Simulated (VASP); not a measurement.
Here is a VASP 6.6.1 calculation.

Contents of POSCAR:

```
Al
1.0
    0.0000000000      1.9963396845      1.9963396845
    1.9963396845      0.0000000000      1.9963396845
    1.9963396845      1.9963396845      0.0000000000
Al
1
Direct
    0.0000000000      0.0000000000      0.0000000000
```

Contents of INCAR.step1:

```
PREC = Accurate
ENCUT = 520
ISMEAR = 0
SIGMA = 0.1
LREAL = F
LASPH = T
NELM = 100
NBANDS = 8
GGA = PE
ALGO = Normal
EDIFF = 1E-4
LWAVE = T
LCHARG = F
```

The input INCAR.step2:

```
PREC = Accurate
ENCUT = 520
EDIFF = 1E-7
ISMEAR = 0
SIGMA = 0.1
LREAL = F
LASPH = T
NELM = 100
ALGO = Normal
ISIF = 2
LWAVE = F
LCHARG = F
METAGGA = R2SCAN
LMIXTAU = T
NBANDS = 8
ISTART = 1
```

KPOINTS

```
Automatic mesh
0
Gamma
  18 18 18
```

Potentials or basis: VASP PAW PBE potentials, release 64 (Al).

Run with:

```console
$ cat potpaw_PBE.64/Al/POTCAR > POTCAR
$ cp INCAR.step1 INCAR
$ mpirun -np 1 vasp_std > vasp.out
$ cp INCAR.step2 INCAR
$ mpirun -np 1 vasp_std > vasp.out
```

(1) What does it give for the pressure?

Results:

(1) -0.4 GPa.

Caveat: the PAW data sets were made with another functional, which shifts forces and pressure a little.
